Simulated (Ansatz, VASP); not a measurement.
InAs in VASP and in Ansatz

INCAR

```
ALGO = Normal
EDIFF = 1E-6
ENCUT = 520
GGA = PS
ISIF = 2
ISMEAR = 0
LASPH = True
LCHARG = False
LREAL = False
LWAVE = False
NBANDS = 26
NELM = 100
PREC = Accurate
SIGMA = 0.1
```

Contents of KPOINTS:

```
k-points
0
Gamma
  12 12 10
```

File POSCAR:

```
InAs
1.0
    3.0435760268      3.0435760268      0.0000000000
   -3.0435760268      3.0435760268      0.0000000000
    0.0000000000      0.0000000000      6.1480235742
In As
2 2
Direct
    0.5000000000      0.0000000000      0.2500000000
    0.0000000000      0.5000000000      0.7500000000
    0.0000000000      0.0000000000      0.0000000000
    0.5000000000      0.5000000000      0.5000000000
```

Input for Ansatz:

```yaml
crystal:
  lattice:
    - [3.0435760268, 3.0435760268, 0.0]
    - [-3.0435760268, 3.0435760268, 0.0]
    - [0.0, 0.0, 6.1480235742]
  atoms:
    - { symbol: In, position: [0.5, 0.0, 0.25] }
    - { symbol: In, position: [0.0, 0.5, 0.75] }
    - { symbol: As, position: [0.0, 0.0, 0.0] }
    - { symbol: As, position: [0.5, 0.5, 0.5] }
basis:
  ecutwfc: 420
kpoints:
  mp_grid: { grid: [12, 12, 10] }
hamiltonian:
  xc: pbesol
scf:
  occupations: { method: gaussian, width: 0.1 }
output:
  forces: true
  stress: true
  eigenvalues: true
```

Change from the starting cell: strain along c alone, the other axes held, atoms relaxed: +1.0 %.

Alike in both runs: task single point; functional PBEsol; k mesh 12 × 12 × 10; occupations gaussian, width 0.1 eV; no spin polarisation.

|  | VASP | Ansatz |
| --- | --- | --- |
| version | VASP 6.6.1 | Ansatz 0.2.0 |
| potentials or method | VASP PAW PBE potentials, release 64 (In_d, As), cutoff 520 eV | scalar-relativistic, plane waves, PAW |
| valence electrons in the cell | 36 | 56 |

```csv
,VASP,Ansatz,Ansatz less VASP
gap on the k mesh at the Fermi level (eV),none,none,-
pressure (GPa),-0.5,-0.5,-0.08
"traceless stress, the component that is largest in VASP (GPa)",-0.24,-0.24,-0.001
```

VASP's potentials were made for PBE, not for PBEsol. A gap of «none» marks a metal or a gap that the smearing closes. With one functional, cell and mesh, what is left measures potentials, basis and numerics. VASP's potentials hold 36 valence electrons a cell and Ansatz's 56, so a difference there can come from the potentials and not from the codes.
